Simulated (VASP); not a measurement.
Here is a VASP 6.6.1 calculation.

INCAR

```
PREC = Accurate
ENCUT = 500
EDIFF = 1E-6
ISMEAR = 0
SIGMA = 0.02
LREAL = False
LASPH = True
NELM = 120
ALGO = Normal
ISIF = 2
LWAVE = False
LCHARG = True
LELF = True
LVHAR = True
NBANDS = 16
GGA_COMPAT = False
```

File KPOINTS:

```
Automatic mesh
0
Gamma
  8 8 8
```

POSCAR

```
ZnSe
1.0
    0.0000000000      2.7836603582      2.7836603582
    2.7836603582      0.0000000000      2.7836603582
    2.7836603582      2.7836603582      0.0000000000
Zn Se
1 1
Direct
    0.0000000000      0.0000000000      0.0000000000
    0.2500000000      0.2500000000      0.2500000000
```

Potentials or basis: VASP PAW LDA potentials, release 64 (Zn, Se).

Run with:

```sh
$ cat potpaw_LDA.64/Zn/POTCAR potpaw_LDA.64/Se/POTCAR > POTCAR
$ mpirun -np 1 vasp_std > vasp.out
```

Problem. Predict the pressure.

Solution. 0.4 GPa.

Problem. Estimate the band gap on the k mesh.

Solution. 1.29 eV, direct.

LDA gaps usually lie below the measured ones, often by a third to a half.
